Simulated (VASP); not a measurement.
Set up this calculation in VASP 6.6.1, as the native input.

| Property | Result |
| --- | --- |
| Task | single point |
| Functional | PBE |
| Potentials or basis | VASP PAW PBE potentials, release 64 (B, As) |
| Cutoff | 520 eV |
| k mesh | 10 × 10 × 10 |
| Occupations | gaussian, width 0.02 eV |
| Spin | no spin polarisation |
| Dipole correction | no |
| Further INCAR settings | ALGO = Normal; EDIFF = 1e-06; NBANDS = 11 |

The structure of BAs lies in POSCAR:

```
BAs
1.0
    0.0000000000      2.4044490725      2.4044490725
    2.4044490725      0.0000000000      2.4044490725
    2.4044490725      2.4044490725      0.0000000000
B As
1 1
Direct
    0.2500000000      0.2500000000      0.2500000000
    0.5000000000      0.5000000000      0.5000000000
```

The cell was built from a structure type or drawn by symmetry, and may not be a known phase.

The input as run:

INCAR

```
SYSTEM = BAs
PREC = Accurate
ENCUT = 520
EDIFF = 1E-6
ISMEAR = 0
SIGMA = 0.02
LREAL = .False.
LASPH = .True.
NELM = 60
ALGO = Normal
ISIF = 2
LWAVE = .False.
LCHARG = .False.
GGA = PE
NBANDS = 11
```

KPOINTS

```
regular mesh
0
Gamma
  10 10 10
  0 0 0
```

Potentials or basis: VASP PAW PBE potentials, release 64 (B, As).

Run with:

```console
$ cat potpaw_PBE.64/B/POTCAR potpaw_PBE.64/As/POTCAR > POTCAR
$ mpirun -np 1 vasp_std > vasp.out
```

It gave:

- Pressure: 0.6 GPa
- Band gap on the k mesh: 1.20 eV (least direct gap 3.25 eV)

Run time: 20 s on 1 thread of Intel(R) Xeon(R) Platinum 8259CL CPU @ 2.50GHz (Skylake/Cascade Lake), with other jobs on the host, peak memory 0.16 GiB.
